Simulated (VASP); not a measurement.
Write the native input for VASP 6.6.1 that does the following.

```
Task                   : single point
Functional             : PBEsol
Potentials or basis    : VASP PAW PBE potentials, release 64 (Mg, S)
Cutoff                 : 600 eV
k mesh                 : 6 × 6 × 6
Occupations            : gaussian, width 0.01 eV
Spin                   : no spin polarisation
Dipole correction      : no
Further INCAR settings : ALGO = Normal; EDIFF = 1e-06; NBANDS = 11
```

The structure of MgS lies in POSCAR:

```
MgS
1.0
    0.0157311411      2.6013909985      2.5856978984
    2.6013909985      0.0157311411      2.5856978984
    2.6171221396      2.6171221396      0.0000000000
Mg S
1 1
Direct
    0.0000000000      0.0000000000      0.0000000000
    0.5000000000      0.5000000000      0.5000000000
```

The input as run:

INCAR

```
SYSTEM = MgS
  PREC = Accurate
  ENCUT = 600
  EDIFF = 1E-6
  ISMEAR = 0
  SIGMA = 0.01
  LREAL = .FALSE.
  LASPH = .TRUE.
  NELM = 120
  ALGO = Normal
  ISIF = 2
  LWAVE = .FALSE.
  LCHARG = .FALSE.
  GGA = PS
  NBANDS = 11
  GGA_COMPAT = .FALSE.
```

KPOINTS

```
regular mesh
0
G
  6 6 6
  0 0 0
```

Potentials or basis: VASP PAW PBE potentials, release 64 (Mg, S).

Launch:

```console
$ cat potpaw_PBE.64/Mg/POTCAR potpaw_PBE.64/S/POTCAR > POTCAR
$ mpirun -np 1 vasp_std > vasp.out
```

Results of the run:

```json
{
 "Pressure": "-0.6 GPa",
 "Band gap on the k mesh": "2.62 eV (least direct gap 3.58 eV)"
}
```

Caveat: the PAW data sets were made with another functional, which shifts forces and pressure a little.

It took 10 s on 1 thread of AMD EPYC 9R45 96-Core Processor (Zen 5) (shared host), peak memory 0.15 GiB.
